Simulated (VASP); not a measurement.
Set up this calculation in VASP 6.6.1, as the native input.

```yaml
Task: single point
Functional: BLYP
Potentials_or_basis: VASP PAW PBE potentials, release 64 (Te, Mo_sv)
Cutoff: 520 eV
k_mesh: 4 × 8 × 2
Occupations: fermi-dirac, width 0.05 eV
Spin: no spin polarisation
Dipole_correction: no
Further_INCAR_settings: ALGO = Normal; EDIFF = 1e-06; NBANDS = 64
```

The structure of Te2Mo lies in POSCAR:

```
Te2Mo
1.0
    6.3464495577      0.0000000000      0.0000000000
    0.0000000000      3.4942155400      0.0000000000
   -0.5490254083      0.0000000000     14.8561586148
Te Mo
8 4
Direct
    0.0630865700      0.5000000000      0.4013918100
    0.9362609700      0.0000000000      0.5989235800
    0.5672046900      0.0000000000      0.3620628100
    0.4325395100      0.5000000000      0.6382740100
    0.0910474500      0.0000000000      0.1379227500
    0.9094538900      0.5000000000      0.8617520200
    0.5810927600      0.5000000000      0.0985498300
    0.4193469800      0.0000000000      0.9011539900
    0.3196862200      0.0000000000      0.5068268200
    0.6797845000      0.5000000000      0.4935200200
    0.1814915000      0.5000000000      0.0065316300
    0.8190039500      0.0000000000      0.9930897200
```

These files were run (other wordings do the same):

INCAR

```
SYSTEM = Te2Mo
PREC     = Accurate       ! precision mode
ENCUT    = 520            ! plane-wave cutoff, eV
EDIFF    = 1E-6           ! SCF threshold, eV
ISMEAR   = -1             ! smearing method
SIGMA    = 0.05           ! smearing width, eV
LREAL    = .FALSE.        ! projectors in reciprocal space
LASPH    = .TRUE.         ! aspherical terms in the spheres
NELM     = 60             ! most SCF steps
ALGO     = Normal         ! electronic algorithm
ISIF     = 2              ! what is computed and relaxed
LWAVE    = .FALSE.        ! write WAVECAR
LCHARG   = .FALSE.        ! write CHGCAR
GGA      = B5             ! functional
ALDAX    = 1.0          
AGGAX    = 1.0          
AGGAC    = 1.0          
ALDAC    = 0.0          
NBANDS   = 64             ! bands
```

KPOINTS

```
regular mesh
0
G
  4 8 2
  0 0 0
```

Potentials or basis: VASP PAW PBE potentials, release 64 (Te, Mo_sv).

Run with:

```sh
$ cat potpaw_PBE.64/Te/POTCAR potpaw_PBE.64/Mo_sv/POTCAR > POTCAR
$ mpirun -np 1 vasp_std > vasp.out
```

It gave:

- Pressure: 6.3 GPa
- Largest force: 0.728 eV/Å
- Band gap on the k mesh: zero (band 52 reaches 7.69 eV, above the bottom of band 53 at 7.55 eV)

Caveat: the PAW data sets were made with another functional, which shifts forces and pressure a little; spin-orbit coupling is left out, which moves the levels of the heavy elements; this functional lacks dispersion, which binds the layers, so the pressure and a relaxed spacing across them are unreliable.

Wall time 9.9 min on 1 thread of Intel(R) Xeon(R) 6975P-C (Granite Rapids), with other jobs on the host, peak memory 0.66 GiB.
